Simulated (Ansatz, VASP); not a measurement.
Two plane-wave programs on C

```
C
1.0
     2.41647    0.00000    0.00000
    -1.20823    2.09272    0.00000
     0.00000    0.00000   28.00000
C
2
Direct
  0.33333 0.66667 0.50000
  0.66667 0.33333 0.50000
```

Change from the starting cell: biaxial strain -0.020, atoms relaxed.

Alike in both runs: functional PBE; dispersion D3(BJ); k mesh 18 × 18 × 1; occupations gaussian, width 0.1 eV; no spin polarisation.

Ansatz relaxed the structure, and its values are those at the end. VASP's run is a single point on that final structure, the one shown.

|  | VASP | Ansatz |
| --- | --- | --- |
| version | VASP 6.6.1 | Ansatz 0.2.0 |
| potentials or method | VASP PAW PBE potentials, release 64 (C), cutoff 520 eV | scalar-relativistic, plane waves, PAW |
| valence electrons in the cell | 8 | 8 |

|  | VASP | Ansatz | Ansatz less VASP |
| --- | --- | --- | --- |
| gap on the k mesh at the Fermi level (eV) | none | none | - |
| work function, face that differs most (eV) | 4.06 | 4.06 | 0.000 |

A gap of «none» marks a metal or a gap that the smearing closes. Ansatz's warnings: stress scf threshold loose.
